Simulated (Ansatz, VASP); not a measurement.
Two plane-wave programs on NbTe

Contents of INCAR:

```
PREC = Accurate
ENCUT = 520
EDIFF = 1E-6
ISMEAR = 0
SIGMA = 0.05
LREAL = F
LASPH = T
NELM = 150
ALGO = Normal
ISIF = 2
LWAVE = F
LCHARG = T
ISPIN = 2
MAGMOM = 0.05 0
LORBIT = 11
LMAXMIX = 4
GGA = PE
LELF = T
LVHAR = T
NBANDS = 20
```

Contents of KPOINTS:

```
regular mesh
0
Gamma
  6 6 6
```

Contents of POSCAR:

```
NbTe
1.0
    0.0000000000      2.8605580393      2.8605580393
    2.8605580393      0.0000000000      2.8605580393
    2.8605580393      2.8605580393      0.0000000000
Nb Te
1 1
Direct
    0.5000000000      0.5000000000      0.5000000000
    0.0000000000      0.0000000000      0.0000000000
```

Input for Ansatz:

```yaml
crystal:
  lattice:
    - [0.0, 2.8605580393, 2.8605580393]
    - [2.8605580393, 0.0, 2.8605580393]
    - [2.8605580393, 2.8605580393, 0.0]
  atoms:
    - { symbol: Nb, position: [0.5, 0.5, 0.5], spin: 0.05 }
    - { symbol: Te, position: [0.0, 0.0, 0.0] }
basis:
  ecutwfc: 420
  ecutrho_ratio: 4
kpoints:
  mp_grid: { grid: [6, 6, 6] }
hamiltonian:
  xc: pbe
scf:
  occupations: { method: gaussian, width: 0.05 }
output:
  forces: true
  stress: true
  eigenvalues: true
  populations: true
magnetization:
  spin_polarized: true
```

Alike in both runs: task single point; functional PBE; k mesh 6 × 6 × 6; occupations gaussian, width 0.05 eV; collinear spin.

|  | VASP | Ansatz |
| --- | --- | --- |
| version | VASP 6.6.1 | Ansatz 0.2.0 |
| potentials or method | VASP PAW PBE potentials, release 64 (Nb_sv, Te), cutoff 520 eV | scalar-relativistic, plane waves, PAW |
| valence electrons in the cell | 19 | 29 |

Ansatz gave:

* gap on the k mesh at the Fermi level (eV): none
* pressure (GPa): -1.8
* net moment per atom (μB): 0.00

Q: Which values does VASP return?

A: gap on the k mesh at the Fermi level (eV): none; pressure (GPa): -2.0; net moment per atom (μB): 0.00.

A gap of «none» marks a metal or a gap that the smearing closes. VASP's potentials hold 19 valence electrons a cell and Ansatz's 29, so a difference there can come from the potentials and not from the codes. Ansatz's warnings: filled band counts differ across k points, seeded moment not kept.

Neither program's run includes spin-orbit coupling.
